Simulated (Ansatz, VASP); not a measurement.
# SbPt in VASP and in Ansatz

```
Sb Pt
1.0
     4.18204    0.00000    0.00000
    -2.09102    3.62175    0.00000
     0.00000    0.00000    5.51936
Sb Pt
2 2
Direct
  0.33333 0.66667 0.25000
  0.66667 0.33333 0.75000
  0.00000 0.00000 0.00000
  0.00000 0.00000 0.50000
```

Alike in both runs: functional r2SCAN; k mesh 12 × 12 × 8; occupations gaussian, width 0.1 eV; no spin polarisation.

Ansatz relaxed the structure, and its values are those at the end. VASP's run is a single point on that final structure, the one shown.

|  | VASP | Ansatz |
| --- | --- | --- |
| version | VASP 6.6.1 | Ansatz 0.2.0 |
| potentials or method | VASP PAW PBE potentials, release 64 (Sb, Pt), cutoff 520 eV | scalar-relativistic, plane waves, PAW |
| valence electrons in the cell | 30 | 66 |

Ansatz gave:

| Quantity | Value |
| --- | --- |
| gap on the k mesh at the Fermi level (eV) | none |
| pressure (GPa) | 0.0 |

Question: Which values does VASP return?

Answer: gap on the k mesh at the Fermi level (eV): none; pressure (GPa): -0.1.

VASP's potentials were made for PBE, not for r2SCAN. A gap of «none» marks a metal or a gap that the smearing closes. With one functional, cell and mesh, what is left measures potentials, basis and numerics. VASP's potentials hold 30 valence electrons a cell and Ansatz's 66, so a difference there can come from the potentials and not from the codes.

Neither program's run includes spin-orbit coupling.
